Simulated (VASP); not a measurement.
# CuO (C2/c) in VASP: single point with PBE+U

Aim: the single point of CuO with PBE+U.

All numbers are computed with VASP 6.6.1; they aren't measurements. Logs are shortened: lines on timing, memory, paths and dates and some standing lists are left out, and cuts for length are marked.

### Step 1. The cell of the first run

Symmetry: C2/c, No. 15, monoclinic system. The conventional cell has a = 4.684 Å, b = 3.423 Å, c = 5.129 Å, α = 90.00°, β = 99.54°, γ = 90.00°. Cu (site symmetry -1) has 4 O at 1.95 to 1.96 Å within 2.6 Å. Within 3.0 Å of O (site symmetry 2) lie 6 Cu at 1.95 to 2.78 Å and 6 O at 2.62 to 2.90 Å.

### Step 2. Single point, PBE+U, collinear spin

INCAR

```
SYSTEM = CuO
PREC     = Accurate       ! precision mode
ENCUT    = 520            ! plane-wave cutoff, eV
EDIFF    = 1E-7           ! SCF threshold, eV
ISMEAR   = 0              ! smearing method
SIGMA    = 0.05           ! smearing width, eV
LREAL    = .False.        ! projectors in reciprocal space
LASPH    = .True.         ! aspherical terms in the spheres
NELM     = 150            ! most SCF steps
ALGO     = Normal         ! electronic algorithm
ISIF     = 2              ! what is computed and relaxed
LWAVE    = .False.        ! write WAVECAR
LCHARG   = .False.        ! write CHGCAR
ISPIN    = 2              ! spin polarisation
MAGMOM   = 1 1 0 0        ! initial moments
LORBIT   = 11             ! projections on sites
LMAXMIX  = 4              ! l up to which the mixer works
LDAU     = .True.         ! DFT+U
LDAUTYPE = 2            
LDAUL    = 2 -1           ! shell
LDAUU    = 4 0            ! U, eV
LDAUJ    = 0 0          
LDAUPRINT= 1            
GGA      = PE             ! functional
NBANDS   = 29             ! bands
```

KPOINTS

```
regular mesh
0
Gamma
  10 10 6
  0 0 0
```

POSCAR

```
CuO
1.0
    2.3418500000     -1.7113000000      0.0000000000
    2.3418500000      1.7113000000      0.0000000000
   -0.8500274268      0.0000000000      5.0578693947
Cu O
2 2
Direct
    0.0000000000      0.5000000000      0.0000000000
    0.5000000000      0.0000000000      0.5000000000
    0.5816000000      0.4184000000      0.2500000000
    0.4184000000      0.5816000000      0.7500000000
```

Potentials or basis: VASP PAW PBE potentials, release 64 (Cu, O).

On the command line:

```console
$ cat potpaw_PBE.64/Cu/POTCAR potpaw_PBE.64/O/POTCAR > POTCAR
$ mpirun -np 1 vasp_std > vasp.out
```

OUTCAR:

```text
SYSTEM = CuO
   PREC = Accurate
   ENCUT = 520
   EDIFF = 1E-7
   ISMEAR = 0
   LREAL = .False.
   LASPH = .True.
   NELM = 150
   ISIF = 2
   ISPIN = 2
   LORBIT = 11
   GGA = PE

 ion  position               nearest neighbor table
   1  0.000  0.500  0.000-   3 1.95   4 1.95   4 1.96   3 1.96
   2  0.500  0.000  0.500-   4 1.95   3 1.95   4 1.96   3 1.96
   3  0.582  0.418  0.250-   2 1.95   1 1.95   2 1.96   1 1.96
   4  0.418  0.582  0.750-   1 1.95   2 1.95   2 1.96   1 1.96

  LATTYP: Found a base centered monoclinic cell.
 ALAT       =     4.6837000000
 B/A-ratio  =     0.7307470589
 C/A-ratio  =     1.0950317057
 COS(beta)  =    -0.1657361228

  Lattice vectors:

 A1 = (   2.3418500000,  -1.7113000000,   0.0000000000)
 A2 = (   2.3418500000,   1.7113000000,   0.0000000000)
 A3 = (  -0.8500274268,   0.0000000000,   5.0578693947)

Analysis of symmetry for initial positions (statically):
=====================================================================
 Subroutine PRICEL returns:
 Original cell was already a primitive cell.

 Routine SETGRP: Setting up the symmetry group for a
 base centered monoclinic supercell.

 Subroutine GETGRP returns: Found  4 space group operations
 (whereof  2 operations were pure point group operations)
 out of a pool of  4 trial point group operations.

The static configuration has the point symmetry S_2 .
 The point group associated with its full space group is C_2h.

Analysis of symmetry for dynamics (positions and initial velocities):
=====================================================================
 Subroutine PRICEL returns:
 Original cell was already a primitive cell.

 Routine SETGRP: Setting up the symmetry group for a
 base centered monoclinic supercell.

 Subroutine GETGRP returns: Found  4 space group operations
 (whereof  2 operations were pure point group operations)
 out of a pool of  4 trial point group operations.

The dynamic configuration has the point symmetry S_2 .
 The point group associated with its full space group is C_2h.

Analysis of structural, dynamic, and magnetic symmetry:
=====================================================================
 Subroutine PRICEL returns:
 Original cell was already a primitive cell.

 Routine SETGRP: Setting up the symmetry group for a
 base centered monoclinic supercell.

 Subroutine GETGRP returns: Found  4 space group operations
 (whereof  2 operations were pure point group operations)
 out of a pool of  4 trial point group operations.

The overall configuration has the point symmetry S_2 .
 The point group associated with its full space group is C_2h.

 Subroutine INISYM returns: Found  4 space group operations
 (whereof  2 operations are pure point group operations),
 and found     1 'primitive' translations

----------------------------------------------------------------------------------------

                                     Primitive cell

  volume of cell :      40.5399

  direct lattice vectors                    reciprocal lattice vectors
     2.341850000 -1.711300000  0.000000000     0.213506416 -0.292175539  0.035881968
[... 148 lines left out ...]
 -0.0403  0.7925  0.0038  0.2475 -0.0815
  0.0105  0.0038  0.9696 -0.0050  0.0001
  0.0487  0.2475 -0.0050  0.6135  0.1166
 -0.0164 -0.0815  0.0001  0.1166  0.9273

 occupancies and eigenvectors

  o =  0.3936  v =  0.0000  0.0000  0.0000  0.0000  0.0000 -0.1166 -0.5514  0.0126  0.7842 -0.2592      0.0000  0.0000  0.0000  0.0000  0.0000  0.0000  0.0000  0.0000  0.0000  0.0000
  o =  0.9500  v =  0.0000  0.0000  0.0000  0.0000  0.0000  0.8496  0.1765 -0.4314  0.2217 -0.1082      0.0000  0.0000  0.0000  0.0000  0.0000  0.0000  0.0000  0.0000  0.0000  0.0000
  o =  0.9593  v =  0.8637  0.1598 -0.4338  0.1898 -0.0648  0.0000  0.0000  0.0000  0.0000  0.0000      0.0000  0.0000  0.0000  0.0000  0.0000  0.0000  0.0000  0.0000  0.0000  0.0000
  o =  0.9657  v =  0.0000  0.0000  0.0000  0.0000  0.0000  0.0870  0.0594  0.1482  0.3553  0.9169      0.0000  0.0000  0.0000  0.0000  0.0000  0.0000  0.0000  0.0000  0.0000  0.0000
  o =  0.9670  v =  0.0000  0.0000  0.0000  0.0000  0.0000  0.1530 -0.7869 -0.3116 -0.4404  0.2575      0.0000  0.0000  0.0000  0.0000  0.0000  0.0000  0.0000  0.0000  0.0000  0.0000
  o =  0.9728  v =  0.0595 -0.6828 -0.3451 -0.5789 -0.2757  0.0000  0.0000  0.0000  0.0000  0.0000      0.0000  0.0000  0.0000  0.0000  0.0000  0.0000  0.0000  0.0000  0.0000  0.0000
  o =  0.9737  v =  0.1309 -0.3903 -0.0012  0.0411  0.9104  0.0000  0.0000  0.0000  0.0000  0.0000      0.0000  0.0000  0.0000  0.0000  0.0000  0.0000  0.0000  0.0000  0.0000  0.0000
  o =  0.9755  v =  0.0000  0.0000  0.0000  0.0000  0.0000  0.4833 -0.2050  0.8334 -0.1250 -0.1189      0.0000  0.0000  0.0000  0.0000  0.0000  0.0000  0.0000  0.0000  0.0000  0.0000
  o =  0.9790  v = -0.4758  0.1956 -0.8323  0.1476  0.1445  0.0000  0.0000  0.0000  0.0000  0.0000      0.0000  0.0000  0.0000  0.0000  0.0000  0.0000  0.0000  0.0000  0.0000  0.0000
  o =  1.0278  v =  0.0830  0.5635 -0.0071 -0.7781  0.2648  0.0000  0.0000  0.0000  0.0000  0.0000      0.0000  0.0000  0.0000  0.0000  0.0000  0.0000  0.0000  0.0000  0.0000  0.0000

atom =   2  type =  1  l = 2

 onsite density matrix

spin component  1

  0.9645  0.0001 -0.0075  0.0062 -0.0016
  0.0001  0.9903  0.0003  0.0243 -0.0082
 -0.0075  0.0003  0.9746  0.0007 -0.0012
  0.0062  0.0243  0.0007  1.0058 -0.0110
 -0.0016 -0.0082 -0.0012 -0.0110  0.9775

spin component  2

  0.9489 -0.0403 -0.0105 -0.0487  0.0164
 -0.0403  0.7925 -0.0038 -0.2475  0.0815
 -0.0105 -0.0038  0.9696 -0.0050  0.0001
 -0.0487 -0.2475 -0.0050  0.6135  0.1166
  0.0164  0.0815  0.0001  0.1166  0.9273

 occupancies and eigenvectors

  o =  0.3936  v =  0.0000  0.0000  0.0000  0.0000  0.0000  0.1166  0.5514  0.0126  0.7842 -0.2592      0.0000  0.0000  0.0000  0.0000  0.0000  0.0000  0.0000  0.0000  0.0000  0.0000
  o =  0.9500  v =  0.0000  0.0000  0.0000  0.0000  0.0000 -0.8496 -0.1765 -0.4314  0.2217 -0.1082      0.0000  0.0000  0.0000  0.0000  0.0000  0.0000  0.0000  0.0000  0.0000  0.0000
  o =  0.9593  v =  0.8637  0.1598  0.4338 -0.1898  0.0648  0.0000  0.0000  0.0000  0.0000  0.0000      0.0000  0.0000  0.0000  0.0000  0.0000  0.0000  0.0000  0.0000  0.0000  0.0000
  o =  0.9657  v =  0.0000  0.0000  0.0000  0.0000  0.0000 -0.0870 -0.0594  0.1482  0.3553  0.9169      0.0000  0.0000  0.0000  0.0000  0.0000  0.0000  0.0000  0.0000  0.0000  0.0000
  o =  0.9670  v =  0.0000  0.0000  0.0000  0.0000  0.0000 -0.1530  0.7869 -0.3116 -0.4404  0.2575      0.0000  0.0000  0.0000  0.0000  0.0000  0.0000  0.0000  0.0000  0.0000  0.0000
  o =  0.9728  v = -0.0595  0.6828 -0.3451 -0.5789 -0.2757  0.0000  0.0000  0.0000  0.0000  0.0000      0.0000  0.0000  0.0000  0.0000  0.0000  0.0000  0.0000  0.0000  0.0000  0.0000
  o =  0.9737  v =  0.1309 -0.3903  0.0012 -0.0411 -0.9104  0.0000  0.0000  0.0000  0.0000  0.0000      0.0000  0.0000  0.0000  0.0000  0.0000  0.0000  0.0000  0.0000  0.0000  0.0000
  o =  0.9755  v =  0.0000  0.0000  0.0000  0.0000  0.0000 -0.4833  0.2050  0.8334 -0.1250 -0.1189      0.0000  0.0000  0.0000  0.0000  0.0000  0.0000  0.0000  0.0000  0.0000  0.0000
  o =  0.9790  v =  0.4758 -0.1956 -0.8323  0.1476  0.1445  0.0000  0.0000  0.0000  0.0000  0.0000      0.0000  0.0000  0.0000  0.0000  0.0000  0.0000  0.0000  0.0000  0.0000  0.0000
  o =  1.0278  v = -0.0830 -0.5635 -0.0071 -0.7781  0.2648  0.0000  0.0000  0.0000  0.0000  0.0000      0.0000  0.0000  0.0000  0.0000  0.0000  0.0000  0.0000  0.0000  0.0000  0.0000

 number of electron      34.0000001 magnetization       1.9972470

 Free energy of the ion-electron system (eV)
  ---------------------------------------------------
  ext. energy  EPLUGINS =         0.00000000
  ---------------------------------------------------
  free energy    TOTEN  =       -17.11800095 eV

  energy without entropy =      -17.11790100  energy(sigma->0) =      -17.11795097

 E-fermi :   5.4548     XC(G=0): -11.8646

 val. band max:        5.3965818561   @ k =   0.5000   0.4000   0.0000
 cond. band min:       5.4620525775   @ k =  -0.4000   0.4000   0.0000
 fundamental gap:      0.0654707214
 Fermi energy:         5.4548247706

 spin component 1

 k-point     1 :       0.0000    0.0000    0.0000
  band No.  band energies     occupation
      1     -14.2018      1.00000
      2     -12.8455      1.00000
      3      -2.8412      1.00000
      4      -1.7147      1.00000
      5      -1.3144      1.00000
      6       0.3771      1.00000
[... 1529 lines left out ...]
     28      23.8680      0.00000
     29      24.3524      0.00000

 [... further k-points ...]

------------------------ aborting loop because EDIFF is reached ----------------------------------------

  FORCE on cell =-STRESS in cart. coord.  units (eV):
  Direction    XX          YY          ZZ          XY          YZ          ZX
  --------------------------------------------------------------------------------------
  -------------------------------------------------------------------------------------
  Total        1.0375832      1.3633859      1.2925310      0.0000000      0.0000000      0.1068477
  in kB       41.0063080     53.8823531     51.0820970      0.0000000      0.0000000      4.2227251
  external PRESSURE =      48.6569194 kB  Pullay stress =       0.0000000 kB

 VOLUME and BASIS-vectors are now :
 -----------------------------------------------------------------------------
  energy-cutoff  :      520.00
  volume of cell :       40.54
      direct lattice vectors                 reciprocal lattice vectors
     2.341850000 -1.711300000  0.000000000     0.213506416 -0.292175539  0.035881968
     2.341850000  1.711300000  0.000000000     0.213506416  0.292175539  0.035881968
    -0.850027427  0.000000000  5.057869395     0.000000000  0.000000000  0.197711709

 POSITION                                       TOTAL-FORCE (eV/Angst)
 -----------------------------------------------------------------------------------
      1.17092      0.85565      0.00000         0.000000     -0.000000     -0.000000
      0.74591     -0.85565      2.52893         0.000000      0.000000     -0.000000
      2.12934     -0.27928      1.26447         0.000000      0.054202      0.000000
      1.70433      0.27928      3.79340        -0.000000     -0.054202     -0.000000
 -----------------------------------------------------------------------------------
    total drift:                                0.000000      0.000000     -0.000000

  FREE ENERGIE OF THE ION-ELECTRON SYSTEM (eV)
  ---------------------------------------------------
  free  energy   TOTEN  =       -17.1180009522 eV

  energy  without entropy=      -17.1179009964  energy(sigma->0) =      -17.11795097

 total charge

# of ion       s       p       d       tot
------------------------------------------
    1        0.377   0.390   9.144   9.911
    2        0.377   0.390   9.144   9.911
    3        1.557   3.440   0.000   4.997
    4        1.557   3.440   0.000   4.997
--------------------------------------------------
tot          3.869   7.661  18.287  29.817

 magnetization (x)

# of ion       s       p       d       tot
------------------------------------------
    1       -0.003   0.003   0.661   0.661
    2       -0.003   0.003   0.661   0.661
    3        0.020   0.278   0.000   0.298
    4        0.020   0.278   0.000   0.298
--------------------------------------------------
tot          0.033   0.563   1.322   1.918
```

Run time: 7.5 min. Hardware: 1 thread of Intel Xeon Platinum 8259CL at 2.50GHz (Skylake/Cascade Lake), shared host; peak memory 0.39 GiB.

Results:

| Item | Value |
| --- | --- |
| Free energy | -17.1180 eV |
| Pressure | 4.9 GPa |
| Largest force | 0.054 eV/Å |
| Band gap on the k mesh | zero (filled and empty bands overlap) |
| Net moment | 2.00 μB per cell |
| Site moments | Cu +0.66; O +0.30 μB |
| Valence electrons inside the program's atomic spheres | Cu 9.91; O 5.00 |

Forces in eV/Å, atoms in the order of the input:
```
Cu   0.000  0.000  0.000
Cu   0.000  0.000  0.000
O    0.000  0.054  0.000
O    0.000 -0.054  0.000
```

Stress tensor (GPa, compression positive):
```
4.10 0.00 0.42
0.00 5.39 0.00
0.42 0.00 5.11
```

Eigenvalues of the final occupation matrices:
| site | spin | trace | eigenvalues |
| --- | --- | --- | --- |
| site 1 d | 1 | 4.91 | 0.96 0.97 0.97 0.98 1.03 |
| site 1 d | 2 | 4.25 | 0.39 0.95 0.97 0.97 0.98 |
| site 2 d | 1 | 4.91 | 0.96 0.97 0.97 0.98 1.03 |
| site 2 d | 2 | 4.25 | 0.39 0.95 0.97 0.97 0.98 |

Caveat: the cell stands under pressure; semilocal functionals underestimate gaps, and a narrow one can read as zero.

The gap in the log of VASP goes by the Fermi energy; the results here count the filled bands.